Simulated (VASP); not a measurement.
# H17O8F in VASP: further runs, part 2 of 2

VASP 6.6.1. The steps go on from the part before.

**4. Single point, PBE+D3(BJ)**

This run uses another cell than the first one, of 10.54 Å³/atom, 1.366 times its volume.

INCAR reads:

```
ALGO = Normal
EDIFF = 1E-6
ENCUT = 520
GGA = PE
ISIF = 2
ISMEAR = -1
IVDW = 12
LASPH = T
LCHARG = T
LELF = T
LREAL = Auto
LVHAR = T
LWAVE = F
NBANDS = 55
NELM = 60
PREC = Accurate
SIGMA = 0.05
```

KPOINTS reads:

```
k-points
0
Gamma
  1 1 1
```

POSCAR reads:

```
H17O8F
1.0
    6.4950650000      0.0000000000      0.0000000000
    0.0000000000      6.4950650000      0.0000000000
    0.0000000000      0.0000000000      6.4950650000
O H F
8 17 1
Direct
    0.5179624838      0.0501303682      0.8935091489
    0.4177633326      0.6719563238      0.1815686217
    0.6714790383      0.4245992919      0.8889826353
    0.6903857005      0.7735873313      0.5825961711
    1.0074418039      0.3324524081      0.5496172864
    0.0381366468      0.8701837472      0.3114672447
    0.1895747002      0.6967905633      0.6963902594
    0.6566831895      0.3487570948      0.3476023720
    0.3720517039      0.0460657438      0.8836709101
    0.5571306831     -0.0364738459      0.7807312167
    0.5411493188      0.7413320729      0.2394279349
    0.4960227496      0.6248744239      0.0664196586
    0.7678137170      0.4149612052      1.0089044528
    0.6034427677      0.2880186726      0.8953105165
    0.8170510996      0.7369287297      0.5133127998
    0.6718793422      0.6541274029      0.6597162615
    0.8659035745      0.3522982449      0.5842897646
    1.0811593110      0.4552687310      0.6188544687
    0.0749492114      1.0138312704      0.3023680286
    0.1699906006      0.8129402862      0.2526841533
    0.1187978873      0.7898766217      0.8003307126
    0.1267115880      0.7671516759      0.5791012099
    0.5329122957      0.4201035709      0.3156242470
    0.6208405920      0.2130232723      0.3793649486
    0.0636329275      0.2019379329      0.6840732156
    0.1263574729      0.1110227534      0.8136023273
```

Potentials or basis: VASP PAW PBE potentials, release 64 (O, H, F).

On the command line:

```
$ cat potpaw_PBE.64/O/POTCAR potpaw_PBE.64/H/POTCAR potpaw_PBE.64/F/POTCAR > POTCAR
$ mpirun -np 1 vasp_gam > vasp.out
```

OUTCAR:

```text
EDIFF = 1E-6
   ENCUT = 520
   GGA = PE
   ISIF = 2
   ISMEAR = -1
   IVDW = 12
   LASPH = T
   LREAL = Auto
   NELM = 60
   PREC = Accurate
 IVDW          = 12

 ion  position               nearest neighbor table
   1  0.518  0.050  0.894-   9 0.95  10 0.96
   2  0.418  0.672  0.182-  12 0.95  11 0.99
   3  0.671  0.425  0.889-  14 0.99  13 1.00
   4  0.690  0.774  0.583-  16 0.93  15 0.97
   5  0.007  0.332  0.550-  17 0.96  18 1.03  25 1.27
   6  0.038  0.870  0.311-  19 0.96  20 1.01
   7  0.190  0.697  0.696-  22 0.98  21 1.02
   8  0.657  0.349  0.348-  24 0.93  23 0.95
   9  0.372  0.046  0.884-   1 0.95
  10  0.557  0.964  0.781-   1 0.96
  11  0.541  0.741  0.239-   2 0.99
  12  0.496  0.625  0.066-   2 0.95
  13  0.768  0.415  0.009-   3 1.00
  14  0.603  0.288  0.895-   3 0.99
[... 8 lines left out ...]
  23  0.533  0.420  0.316-   8 0.95
  24  0.621  0.213  0.379-   8 0.93
  25  0.064  0.202  0.684-  26 1.11   5 1.27
  26  0.126  0.111  0.814-  25 1.11

  LATTYP: Found a simple cubic cell.
 ALAT       =     6.4950650000

  Lattice vectors:

 A1 = (   6.4950650000,   0.0000000000,   0.0000000000)
 A2 = (   0.0000000000,   6.4950650000,   0.0000000000)
 A3 = (   0.0000000000,   0.0000000000,   6.4950650000)

Analysis of symmetry for initial positions (statically):
=====================================================================
 Subroutine PRICEL returns:
 Original cell was already a primitive cell.

 Routine SETGRP: Setting up the symmetry group for a
 simple cubic supercell.

 Subroutine GETGRP returns: Found  1 space group operations
 (whereof  1 operations were pure point group operations)
 out of a pool of 48 trial point group operations.

The static configuration has the point symmetry C_1 .

Analysis of symmetry for dynamics (positions and initial velocities):
=====================================================================
 Subroutine PRICEL returns:
 Original cell was already a primitive cell.

 Routine SETGRP: Setting up the symmetry group for a
 simple cubic supercell.

 Subroutine GETGRP returns: Found  1 space group operations
 (whereof  1 operations were pure point group operations)
 out of a pool of 48 trial point group operations.

The dynamic configuration has the point symmetry C_1 .

 Subroutine INISYM returns: Found  1 space group operations
 (whereof  1 operations are pure point group operations),
 and found     1 'primitive' translations

----------------------------------------------------------------------------------------

                                     Primitive cell

  volume of cell :     274.0000

  direct lattice vectors                    reciprocal lattice vectors
     6.495065000  0.000000000  0.000000000     0.153963047  0.000000000  0.000000000
     0.000000000  6.495065000  0.000000000     0.000000000  0.153963047  0.000000000
     0.000000000  0.000000000  6.495065000     0.000000000  0.000000000  0.153963047

  length of vectors
     6.495065000  6.495065000  6.495065000     0.153963047  0.153963047  0.153963047

  position of ions in fractional coordinates (direct lattice)
     0.517962484  0.050130368  0.893509149
     0.417763333  0.671956324  0.181568622
     0.671479038  0.424599292  0.888982635
     0.690385701  0.773587331  0.582596171
     0.007441804  0.332452408  0.549617286
     0.038136647  0.870183747  0.311467245
[... 18 lines left out ...]
     0.063632928  0.201937933  0.684073216
     0.126357473  0.111022753  0.813602327

  ion indices of the primitive-cell ions
   primitive index   ion index
                 1           1
                 2           2
                 3           3
                 4           4
                 5           5
                 6           6
[... 18 lines left out ...]
                25          25
                26          26

----------------------------------------------------------------------------------------

 KPOINTS: k-points

Automatic generation of k-mesh.
 Grid dimensions read from file:
 generate k-points for:    1    1    1

 Generating k-lattice:

  Cartesian coordinates                     Fractional coordinates (reciprocal lattice)
     0.153963047  0.000000000  0.000000000     1.000000000  0.000000000  0.000000000
     0.000000000  0.153963047  0.000000000     0.000000000  1.000000000  0.000000000
     0.000000000  0.000000000  0.153963047     0.000000000  0.000000000  1.000000000

  Length of vectors
     0.153963047  0.153963047  0.153963047

  Shift w.r.t. Gamma in fractional coordinates (k-lattice)
     0.000000000  0.000000000  0.000000000

 Subroutine IBZKPT returns following result:
 ===========================================

 Found      1 irreducible k-points:

 Following reciprocal coordinates:
            Coordinates               Weight
  0.000000  0.000000  0.000000      1.000000
   k-points           NKPTS =      1   k-points in BZ     NKDIM =      1   number of bands    NBANDS=     55
   number of dos      NEDOS =    301   number of ions     NIONS =     26
   total plane-waves  NPLWV = 110592
   dimension x,y,z NGX =    48 NGY =   48 NGZ =   48
   dimension x,y,z NGXF=    96 NGYF=   96 NGZF=   96
   ions per type =               8  17   1
   NGX,Y,Z   is equivalent  to a cutoff of  12.29, 12.29, 12.29 a.u.
   NGXF,Y,Z  is equivalent  to a cutoff of  24.57, 24.57, 24.57 a.u.
 SYSTEM =  unknown system
   PREC   = accura    normal or accurate (medium, high low for compatibility)
   ISTART =      0    job   : 0-new  1-cont  2-samecut
   ICHARG =      2    charge: 1-file 2-atom 10-const
   ISPIN  =      1    spin polarized calculation?
   LNONCOLLINEAR =      F non collinear calculations
   LSORBIT =      F    spin-orbit coupling
   LASPH  =      T    aspherical Exc in radial PAW
   ENCUT  =  520.0 eV  38.22 Ry    6.18 a.u.  12.08 12.08 12.08*2*pi/ulx,y,z
   NELM   =     60;   NELMIN=  2; NELMDL= -5     # of ELM steps
   EDIFF  = 0.1E-05   stopping-criterion for ELM
   LREAL  =      T    real-space projection
   EDIFFG = 0.1E-04   stopping-criterion for IOM
   NSW    =      0    number of steps for IOM
   IBRION =     -1    ionic relax: 0-MD 1-quasi-New 2-CG
   NFREE  =      0    steps in history (QN), initial steepest desc. (CG)
   ISIF   =      2    stress and relaxation
   ISYM   =      2    0-nonsym 1-usesym 2-fastsym
   POTIM  = 0.5000    time-step for ionic-motion
   TEBEG  =    0.0;   TEEND  =   0.0 temperature during run
   PSTRESS=    0.0 pullay stress
   NELECT =      72.0000    total number of electrons
   NUPDOWN=      -1.0000    fix difference up-down
   EMIN   =  10.00;   EMAX   =-10.00  energy-range for DOS
   EFERMI =   0.00;   METHOD = LEGACY
   ISMEAR =    -1;   SIGMA  =   0.05  broadening in eV -4-tet -1-fermi 0-gaus
   EFERMI_NEDOS =   21; number of points for ismear=-14 and -15
   IALGO  =     38    algorithm
   IMIX   =      4    mixing-type and parameters
     AMIX     =   0.40;   BMIX     =  1.00
     AMIX_MAG =   1.60;   BMIX_MAG =  1.00
  volume/ion in A,a.u.               =      10.54        71.12
  Fermi-wavevector in a.u.,A,eV,Ry     =   1.048581  1.981532 14.959919  1.099523
  Thomas-Fermi vector in A             =   2.183509
   LORBIT       =      0    0 simple, 1 ext, 2 COOP (PROOUT), +10 PAW based schemes
   GGA     = PE    functional components
   LHFCALC =     F    Hartree Fock is set to
   AEXX    =    0.0000 exact exchange contribution
   IVDW    =    12    specifies the selected vdW correction
   LEPSILON=     F    determine dielectric tensor
   LRPA    =     F    only Hartree local field effects (RPA)
 non-spin polarized calculation
  energy-cutoff  :      520.00
  volume of cell :      274.00
 maximum number of plane-waves:      3625
   NGX = 25   NGY = 25   NGZ = 25

 number of electron      71.9999998 magnetization

 Free energy of the ion-electron system (eV)
  ---------------------------------------------------
  ext. energy  EPLUGINS =         0.00000000
  ---------------------------------------------------
  free energy    TOTEN  =      -124.30705186 eV

  energy without entropy =     -124.30705186  energy(sigma->0) =     -124.30705186

 E-fermi :  -2.5980     XC(G=0):  -6.6485

 val. band max:       -3.8708867302   @ k =   0.0000   0.0000   0.0000
 cond. band min:       0.7915019490   @ k =   0.0000   0.0000   0.0000
 fundamental gap:      4.6623886791
 Fermi energy:        -2.5979606595

 k-point     1 :       0.0000    0.0000    0.0000
  band No.  band energies     occupation
      1     -24.9714      2.00000
      2     -23.3702      2.00000
      3     -22.9362      2.00000
      4     -22.6848      2.00000
      5     -22.6007      2.00000
      6     -22.4929      2.00000
[... 40 lines left out ...]
     47       6.5754      0.00000
     48       6.8516      0.00000
 [bands above 48 left out]

------------------------ aborting loop because EDIFF is reached ----------------------------------------

 Edisp (eV)   -0.82796

 E8    (eV) :    -0.1693

  FORCE on cell =-STRESS in cart. coord.  units (eV):
  Direction    XX          YY          ZZ          XY          YZ          ZX
  --------------------------------------------------------------------------------------
  -------------------------------------------------------------------------------------
  Total       3.41238     3.92369     1.60936     0.24181    -1.65333    -0.64251
  in kB      19.95344    22.94322     9.41054     1.41395    -9.66761    -3.75697
  external pressure =       17.44 kB  Pullay stress =        0.00 kB

 VOLUME and BASIS-vectors are now :
 -----------------------------------------------------------------------------
  energy-cutoff  :      520.00
  volume of cell :      274.00
      direct lattice vectors                 reciprocal lattice vectors
     6.495065000  0.000000000  0.000000000     0.153963047  0.000000000  0.000000000
     0.000000000  6.495065000  0.000000000     0.000000000  0.153963047  0.000000000
     0.000000000  0.000000000  6.495065000     0.000000000  0.000000000  0.153963047

 POSITION                                       TOTAL-FORCE (eV/Angst)
 -----------------------------------------------------------------------------------
      3.36420      0.32560      5.80340         1.101592      0.261128      0.754858
      2.71340      4.36440      1.17930         0.830166      0.769714      1.323616
      4.36130      2.75780      5.77400         1.152911      0.717303      0.960601
      4.48410      5.02450      3.78400         0.360687      1.760614     -1.313804
      0.04834      2.15930      3.56980         2.149065      0.548795      0.758994
      0.24770      5.65190      2.02300         1.355766     -0.650104     -0.355963
[... 18 lines left out ...]
      0.41330      1.31160      4.44310         0.418681     -0.304880      0.484318
      0.82070      0.72110      5.28440        -0.479045     -0.074404     -0.173113
 -----------------------------------------------------------------------------------
    total drift:                                0.011020     -0.002933     -0.007686

  FREE ENERGIE OF THE ION-ELECTRON SYSTEM (eV)
  ---------------------------------------------------
  free  energy   TOTEN  =      -125.1350162306 eV

  energy  without entropy=     -125.1350162306  energy(sigma->0) =     -125.13501623
```

Run time: 16 s. Hardware: 1 thread of Intel Xeon 6975P-C (Granite Rapids), shared host; peak memory 0.3 GiB.

What came out:

| Item | Value |
| --- | --- |
| Free energy | -125.1350 eV |
| Pressure | 1.7 GPa |
| Largest force | 3.051 eV/Å |
| Band gap on the k mesh | 4.66 eV |
| Dispersion energy per atom | -0.032 eV |

Forces in eV/Å, atoms in the order of the input:
```
O    1.102  0.261  0.755
O    0.830  0.770  1.324
O    1.153  0.717  0.961
O    0.361  1.761 -1.314
O    2.149  0.549  0.759
O    1.356 -0.650 -0.356
O   -1.293  0.671  1.132
O    1.569  0.980 -0.008
H   -1.735  0.373 -0.003
H    0.838 -0.622 -0.789
H   -0.945  0.310  0.841
H   -0.134 -1.119 -2.137
H   -0.648  0.121 -0.929
H   -0.266 -0.509 -0.245
H    0.389  0.665 -0.593
H   -0.993 -2.230  1.830
H   -1.517  0.287 -0.028
H   -0.351 -0.305 -0.495
H   -0.474  0.818  0.178
H   -0.770 -0.347  0.171
H    0.928 -1.037 -0.391
H    0.391  0.110 -0.992
H   -1.313  0.799 -0.287
H   -0.566 -1.994  0.306
H    0.419 -0.305  0.484
F   -0.479 -0.074 -0.173
```

Stress tensor (GPa, compression positive):
```
 2.00  0.14 -0.38
 0.14  2.29 -0.97
-0.38 -0.97  0.94
```

Caveat: the k points lie up to 0.97 Å⁻¹ apart.

**5. Single point, PBE+D3(BJ)**

This run uses another cell than the first one, of 10.54 Å³/atom, 1.366 times its volume.

INCAR reads:

```
ALGO = Normal ; EDIFF = 1E-7
ENCUT = 520 ; GGA = PE
ISIF = 2 ; ISMEAR = -1
IVDW = 12 ; LASPH = True
LCHARG = False ; LREAL = Auto
LWAVE = False ; NBANDS = 55
NELM = 100 ; PREC = Accurate
SIGMA = 0.05
```

KPOINTS is that of step 4.

POSCAR reads:

```
H17O8F
1.0
    6.4950650000      0.0000000000      0.0000000000
    0.0000000000      6.4950650000      0.0000000000
    0.0000000000      0.0000000000      6.4950650000
O H F
8 17 1
Direct
    0.5360839345     -0.0081908341      0.9406064450
    0.4155308684      0.6970215079      0.2434001815
    0.6816098068      0.4115432255      0.8446720703
    0.6843965380      0.7856118453      0.5875999701
    0.9859177699      0.3347310612      0.5550829745
    0.0569971201      0.8985129479      0.3277873278
    0.1859257760      0.6709863566      0.6663520688
    0.6373608270      0.3355316690      0.3360551434
    0.3979944773      0.0526553622      0.8851489554
    0.6019339298     -0.0527169474      0.8117239781
    0.4943137598      0.7398694239      0.3807506160
    0.4702339392      0.7667205794      0.1108379978
    0.7250119899      0.4740830153      0.9742627672
    0.6226419597      0.2737616945      0.8709227698
    0.8208077979      0.7836411183      0.5101411610
    0.6341122067      0.6487232999      0.6568525488
    0.8417159797      0.3745920942      0.5287552934
    1.0613596631      0.4793023626      0.5892165821
    0.0348418376      1.0322606471      0.2688348769
    0.1817379811      0.8287522912      0.2689272548
    0.1807680139      0.6859207722      0.8256114450
    0.1609837623      0.8073514276      0.6074612032
    0.5102181425      0.3826135689      0.2694199365
    0.6157444152      0.1936855135      0.2998430347
    0.0489448527      0.1983198013      0.7006704321
    0.1220926965      0.1079280962      0.8161889065
```

On the command line:

```
$ cat potpaw_PBE.64/O/POTCAR potpaw_PBE.64/H/POTCAR potpaw_PBE.64/F/POTCAR > POTCAR
$ mpirun -np 1 vasp_gam > vasp.out
```

Run time: 15 s. Hardware: 1 thread of Intel Xeon 6975P-C (Granite Rapids), shared host; peak memory 0.3 GiB.

It converged, with:

```yaml
Free_energy: -125.1796 eV
Pressure: -3.6 GPa
Largest_force: 2.738 eV/Å
Band_gap_on_the_k_mesh: 4.42 eV
Dispersion_energy_per_atom: -0.032 eV
```

Forces on the atoms (eV/Å):
```
O   -2.130  1.171 -0.824
O    0.701  0.812  0.191
O   -0.279  0.516 -0.141
O   -0.459 -1.059  0.099
O    1.254  1.788  0.114
O   -0.184 -0.913  0.556
O    0.218 -0.252  2.718
O   -0.934 -0.153 -0.625
H    1.333 -0.902  0.841
H    0.359 -0.376 -0.236
H   -0.526 -0.263 -2.426
H   -0.111 -0.199  2.040
H   -0.187 -0.572 -0.046
H    0.349  0.418  0.397
H   -1.265 -0.436  0.858
H    1.607  1.426 -1.042
H    0.190 -0.564  0.129
H   -0.699 -1.765 -0.237
H    0.197  0.476 -0.283
H   -0.129  0.283  0.091
H   -0.003 -0.056 -2.683
H   -0.217  0.259 -0.007
H    0.080  1.253  0.395
H    0.708 -1.142  0.178
H    0.033  0.306  0.089
F    0.095 -0.057 -0.146
```

Stress tensor (GPa, compression positive):
```
-2.87 -1.37 -0.73
-1.37 -2.43  0.75
-0.73  0.75 -5.56
```

Levels at points of the mesh, in eV from the valence-band top:
```
           k point  band 32  band 33  band 34  band 35  band 36  band 37  band 38  band 39  band 40  band 41
(0.00, 0.00, 0.00)    -0.63    -0.59    -0.47    -0.25     0.00     4.42     7.20     7.87     8.21     8.34
```

Caveat: the k points lie up to 0.97 Å⁻¹ apart.

**6. Single point, PBE+D3(BJ)**

This run uses another cell than the first one, of 10.54 Å³/atom, 1.366 times its volume.

INCAR reads:

```
SYSTEM = H17O8F
ALGO = Normal
EDIFF = 1E-7
ENCUT = 520
GGA = PE
ISIF = 2
ISMEAR = -1
IVDW = 12
LASPH = .True.
LCHARG = .False.
LREAL = Auto
LWAVE = .False.
NBANDS = 55
NELM = 80
PREC = Accurate
SIGMA = 0.05
```

KPOINTS reads:

```
k-points
0
Gamma
  1 1 1
  0 0 0
```

POSCAR reads:

```
H17O8F
1.0
    6.4950650000      0.0000000000      0.0000000000
    0.0000000000      6.4950650000      0.0000000000
    0.0000000000      0.0000000000      6.4950650000
O H F
8 17 1
Direct
    0.5407798074     -0.0269435333      0.9933849777
    0.3985795369      0.7307856041      0.2590736197
    0.6575453825      0.4571008912      0.8753415093
    0.6628417114      0.7937718868      0.6236119269
    1.0233769793      0.3229528881      0.5276929484
    0.0178135246      0.9185435404      0.3547308610
    0.2205674616      0.6614098550      0.6373146381
    0.6312023051      0.3584875594      0.3341152090
    0.4235677395      0.0411389262      0.9351407569
    0.6034273714     -0.0877127481      0.8681822276
    0.3904502880      0.7391611939      0.4008427937
    0.4656304440      0.8215468205      0.1485743407
    0.7200543797      0.3901115693      0.9958175938
    0.6213640664      0.3335609420      0.7905540591
    0.7651655526      0.8533555861      0.5372078647
    0.7284145732      0.6584229719      0.6841809897
    0.8721544742      0.3249698040      0.5034283722
    1.0676259591      0.4508653878      0.5726963471
    0.0504690869      1.0565560160      0.3770247103
    0.1439246566      0.8603301122      0.2887730916
    0.2951933506      0.6356210446      0.7685219470
    0.1227547376      0.7812546911      0.6551589553
    0.5765146307      0.5063382738      0.3106358443
    0.5375465834      0.2880802579      0.2374880005
    0.1099450121      0.1758873853      0.6876913472
    0.1464650469      0.1030166750      0.8274743979
```

Potentials or basis: VASP PAW PBE potentials, release 64 (O, H, F).

On the command line:

```
$ cat potpaw_PBE.64/O/POTCAR potpaw_PBE.64/H/POTCAR potpaw_PBE.64/F/POTCAR > POTCAR
$ mpirun -np 1 vasp_gam > vasp.out
```

Wall time 15 s (1 thread of Intel Xeon 6975P-C (Granite Rapids), shared host); peak memory 0.3 GiB.

The run converged. Its results:

```yaml
Free_energy: -124.9819 eV
Pressure: -0.2 GPa
Largest_force: 4.188 eV/Å
Band_gap_on_the_k_mesh: 4.43 eV
Dispersion_energy_per_atom: -0.032 eV
```

Forces in eV/Å, atoms in the order of the input:
```
O    0.758  0.038 -0.149
O   -0.546 -1.538 -3.850
O   -0.121 -1.454 -0.651
O    0.316 -2.316  1.902
O   -1.493 -3.830 -0.802
O   -0.230 -2.248 -0.371
O   -0.592  0.467  0.968
O   -1.023  1.415 -0.854
H   -1.269  0.466 -0.270
H    0.325 -0.265 -0.182
H    0.466  0.940  2.866
H    0.115  0.307  1.318
H    0.077  0.417 -0.018
H    0.179  1.023  0.490
H    1.125  0.445 -1.009
H   -1.198  2.056 -0.677
H    0.505  0.052 -0.224
H    1.320  3.280  0.911
H    0.407  2.417  0.206
H   -0.403 -0.204  0.178
H   -0.552  0.450 -0.659
H    1.187 -0.918 -0.009
H    0.400 -1.085  0.406
H    0.491 -0.294  0.607
H   -0.221 -0.076  1.293
F   -0.024  0.456 -1.420
```

Stress tensor (GPa, compression positive):
```
-0.84  2.66 -1.12
 2.66  0.50  1.87
-1.12  1.87 -0.34
```

Levels at points of the mesh, in eV from the valence-band top:
```tsv
k point	band 33	band 34	band 35	band 36	band 37	band 38	band 39	band 40
(0.00, 0.00, 0.00)	-0.59	-0.41	-0.23	0.00	4.43	7.40	7.81	8.09
```

Caveat: the k points lie up to 0.97 Å⁻¹ apart.
